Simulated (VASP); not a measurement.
MgB2:

```xyz
3
Lattice="3.0611 0.0000 0.0000 -1.5305 2.6510 0.0000 0.0000 0.0000 3.4721" Properties=species:S:1:pos:R:3 pbc="T T T"
Mg    0.0000    0.0000    0.0000
B     1.5305    0.8837    1.7361
B     0.0000    1.7673    1.7361
```

Base run:

| Quantity | Value |
| --- | --- |
| Program | VASP 6.6.1 |
| Functional | r2SCAN |
| Dispersion | D3(BJ) |
| Potentials or basis | VASP PAW PBE potentials, release 64 (Mg, B) |
| Cutoff | 520 eV |
| k mesh | 10 × 10 × 8 |
| Occupations | fermi-dirac, width 0.05 eV |
| Spin | no spin polarisation |

Its results: band gap on the k mesh zero (band 4 reaches 6.72 eV, above the bottom of band 5 at 4.06 eV); pressure -0.4 GPa.

The run is repeated on the same cell with these changes: potentials or basis from VASP PAW PBE potentials, release 64 (Mg, B) to VASP PAW PBE potentials, release 64 (Mg_sv, B); cutoff from 520 eV to 660 eV; further incar settings from ALGO = Normal; EDIFF = 1e-06; NBANDS = 11 to ALGO = Normal; EDIFF = 1e-06; NBANDS = 15; valence electrons from 8 to 16. What comes out?

Band gap on the k mesh zero (band 8 reaches 6.54 eV, above the bottom of band 9 at 3.89 eV); pressure 0.0 GPa.

Caveats: the PAW data sets were made with another functional, which shifts forces and pressure a little; pairwise dispersion overbinds metals, which lowers pressure and volume.
